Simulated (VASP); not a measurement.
Set up this calculation in VASP 6.6.1, as the native input.

* Task: electric field gradients
* Functional: PBEsol
* Potentials or basis: VASP PAW PBE potentials, release 64 (K_sv, I)
* Cutoff: 520 eV
* k mesh: 8 × 8 × 8
* Occupations: fermi-dirac, width 0.01 eV
* Spin: no spin polarisation
* Dipole correction: no
* Further INCAR settings: ALGO = Normal; EDIFF = 1e-08; NBANDS = 15

The structure of KI lies in POSCAR:

```
KI
1.0
    0.0000000000      3.5127621193      3.5127621193
    3.5127621193      0.0000000000      3.5127621193
    3.5127621193      3.5127621193      0.0000000000
K I
1 1
Direct
    0.0000000000      0.0000000000      0.0000000000
    0.5000000000      0.5000000000      0.5000000000
```

This cell differs from its parent crystal: volume scaled by 0.99.

The input as run:

INCAR

```
SYSTEM = KI
  PREC = Accurate
  ENCUT = 520
  EDIFF = 1E-8
  ISMEAR = -1
  SIGMA = 0.01
  LREAL = .FALSE.
  LASPH = .TRUE.
  NELM = 100
  ALGO = Normal
  ISIF = 2
  LWAVE = .FALSE.
  LCHARG = .FALSE.
  GGA = PS
  LEFG = .TRUE.
  NBANDS = 15
```

KPOINTS

```
regular mesh
0
G
  8 8 8
  0 0 0
```

Potentials or basis: VASP PAW PBE potentials, release 64 (K_sv, I).

The run is started by

```console
$ cat potpaw_PBE.64/K_sv/POTCAR potpaw_PBE.64/I/POTCAR > POTCAR
$ mpirun -np 1 vasp_std > vasp.out
```

Results of the run:

- Pressure: -0.1 GPa
- Band gap on the k mesh: 3.85 eV, direct

Caveat: without QUAD_EFG the Cq values of the log hold for a quadrupole moment of 1 mb, not for the nuclei; the PAW data sets were made with another functional, which shifts forces and pressure a little; spin-orbit coupling is left out, which moves the levels of the heavy elements.

Wall time 50 s on 1 thread of Intel(R) Xeon(R) Platinum 8259CL CPU @ 2.50GHz (Skylake/Cascade Lake), on a shared host, peak memory 0.24 GiB.
